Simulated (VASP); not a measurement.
**Si3N4: relaxation of the atoms with PBE**

Si3N4:

```xyz
14
Lattice="7.6170 0.0000 0.0000 -3.8085 6.5965 0.0000 0.0000 0.0000 2.9717" Properties=species:S:1:pos:R:3 pbc="T T T"
Si   -1.5990    5.0657    0.7429
Si    2.4304    1.1481    2.2288
Si    0.2209    2.6789    0.7429
Si    5.4075    1.5308    2.2288
Si    1.3781    5.4484    0.7429
Si    3.5876    3.9176    2.2288
N     0.0000    4.3977    0.7429
N     3.8085    2.1988    2.2288
N     2.3977    0.1979    0.7429
N     1.0275    2.1755    2.2288
N     6.2467    1.9776    0.7429
N     1.4108    6.3986    2.2288
N     2.7810    4.4211    0.7429
N    -2.4382    4.6190    2.2288
```

This cell differs from its parent crystal: z stretched by +2 %.

```
Program                : VASP 6.6.1
Task                   : relaxation of the atoms
Functional             : PBE
Potentials or basis    : VASP PAW PBE potentials, release 64 (Si, N)
Cutoff                 : 520 eV
k mesh                 : 4 × 4 × 9
Occupations            : fermi-dirac, width 0.02 eV
Spin                   : no spin polarisation
Dipole correction      : no
Further INCAR settings : ALGO = Normal; EDIFF = 1e-07; IBRION = 2; EDIFFG = -0.02; NSW = 80
```

* Energy gained by relaxing: 0.9 meV/atom
* Ionic steps: 10
* Pressure after relaxing: -1.2 GPa
* Largest force after relaxing: 0.007 eV/Å
* Band gap on the k mesh: 3.90 eV (least direct gap 4.21 eV)

Forces in eV/Å, atoms in the order of the input:
```
Si   0.005  0.000  0.000
Si   0.002  0.004  0.000
Si  -0.002  0.004  0.000
Si  -0.005  0.000  0.000
Si  -0.002 -0.004  0.000
Si   0.002 -0.004  0.000
N    0.000  0.000  0.000
N    0.000  0.000  0.000
N    0.004  0.006  0.000
N   -0.003  0.006  0.000
N   -0.007  0.000  0.000
N   -0.004 -0.006  0.000
N    0.003 -0.006  0.000
N    0.007  0.000  0.000
```

Stress tensor (GPa, compression positive):
```
 1.62  0.00  0.00
 0.00  1.62  0.00
 0.00  0.00 -6.86
```

Step by step:
```tsv
step	energy change (eV)	largest force (eV/Å)	pressure (GPa)
1	0.0000	0.3040	-1.28
2	0.0152	0.5343	-1.42
3	-0.0103	0.0647	-1.37
4	-0.0114	0.0378	-1.35
5	-0.0121	0.0552	-1.31
6	-0.0122	0.0601	-1.30
7	-0.0126	0.0325	-1.27
8	-0.0126	0.0300	-1.27
9	-0.0129	0.0214	-1.25
10	-0.0132	0.0073	-1.21
```

Final structure:
```
Si N
1.0
     7.61700    0.00000    0.00000
    -3.80850    6.59652    0.00000
     0.00000    0.00000    2.97167
Si N
6 8
Direct
  0.17433 0.76914 0.25000
  0.40520 0.17433 0.75000
  0.23087 0.40520 0.25000
  0.82567 0.23087 0.75000
  0.59480 0.82567 0.25000
  0.76913 0.59480 0.75000
  0.33333 0.66667 0.25000
  0.66667 0.33333 0.75000
  0.32983 0.03209 0.25000
  0.29774 0.32983 0.75000
  0.96791 0.29774 0.25000
  0.67017 0.96791 0.75000
  0.70226 0.67017 0.25000
  0.03209 0.70226 0.75000
```

Levels at points of the mesh, in eV from the valence-band top:
```
           k point  band 29  band 30  band 31  band 32  band 33  band 34  band 35  band 36
(0.00, 0.00, 0.00)    -1.23    -0.57    -0.36    -0.31     3.90     4.44     4.51     4.51
(0.50, 0.00, 0.00)    -1.30    -0.72    -0.44    -0.36     4.30     4.32     4.44     4.93
```

Run time: 17 min on 1 thread of Oxide Virtual Turin-like Processor (shared host), peak memory 0.29 GiB.

Caveat: the cell differs from its parent crystal (z stretched by +2 %); an odd mesh through Γ misses points on the zone boundary, where band edges can lie.
